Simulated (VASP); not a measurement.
Wanted: the native input for a VASP 6.6.1 run.

```
Task                   : single point
Functional             : r2SCAN
Potentials or basis    : VASP PAW PBE potentials, release 64 (Zr_sv, O)
Cutoff                 : 520 eV
k mesh                 : 6 × 6 × 6
Occupations            : gaussian, width 0.1 eV
Spin                   : no spin polarisation
Dipole correction      : no
Further INCAR settings : ALGO = Normal; EDIFF = 1e-06; NBANDS = 22
```

Crystal: Zr2O.

```
CELL_PARAMETERS angstrom
-1.95986 1.95986 3.21437
1.95986 -1.95986 3.21437
1.95986 1.95986 -3.21437
ATOMIC_POSITIONS crystal
Zr 0.59300 0.59300 0.00000
Zr 0.40700 0.40700 0.00000
O 0.00000 0.00000 0.00000
```

The input as run:

POSCAR

```
Zr2O
1.0
   -1.9598565514      1.9598565514      3.2143662719
    1.9598565514     -1.9598565514      3.2143662719
    1.9598565514      1.9598565514     -3.2143662719
Zr O
2 1
Direct
    0.5930000000      0.5930000000      0.0000000000
    0.4070000000      0.4070000000      0.0000000000
    0.0000000000      0.0000000000      0.0000000000
```

INCAR.step1

```
  PREC = Accurate
  ENCUT = 520
  ISMEAR = 0
  SIGMA = 0.1
  LREAL = F
  LASPH = T
  NELM = 100
  NBANDS = 22
  GGA = PE
  ALGO = Normal
  EDIFF = 1E-4
  LWAVE = T
  LCHARG = F
```

INCAR.step2

```
  PREC = Accurate
  ENCUT = 520
  EDIFF = 1E-6
  ISMEAR = 0
  SIGMA = 0.1
  LREAL = F
  LASPH = T
  NELM = 100
  ALGO = Normal
  ISIF = 2
  LWAVE = F
  LCHARG = F
  METAGGA = R2SCAN
  LMIXTAU = T
  NBANDS = 22
  ISTART = 1
```

KPOINTS

```
Automatic mesh
0
Gamma
  6 6 6
```

Potentials or basis: VASP PAW PBE potentials, release 64 (Zr_sv, O).

Launch:

```sh
$ cat potpaw_PBE.64/Zr_sv/POTCAR potpaw_PBE.64/O/POTCAR > POTCAR
$ cp INCAR.step1 INCAR
$ mpirun -np 1 vasp_std > vasp.out
$ cp INCAR.step2 INCAR
$ mpirun -np 1 vasp_std > vasp.out
```

It gave:

- Pressure: 25.9 GPa
- Largest force: 30.302 eV/Å
- Band gap on the k mesh: zero (bands 15 and 16 overlap by 0.85 eV)

Caveat: atoms lie so close that the PAW spheres overlap strongly, which falsifies energies and pressures; the cell stands under pressure; the PAW data sets were made with another functional, which shifts forces and pressure a little.

Wall time 120 s on 1 thread of Intel(R) Xeon(R) Platinum 8488C (Sapphire Rapids), with other jobs on the host, peak memory 0.19 GiB.
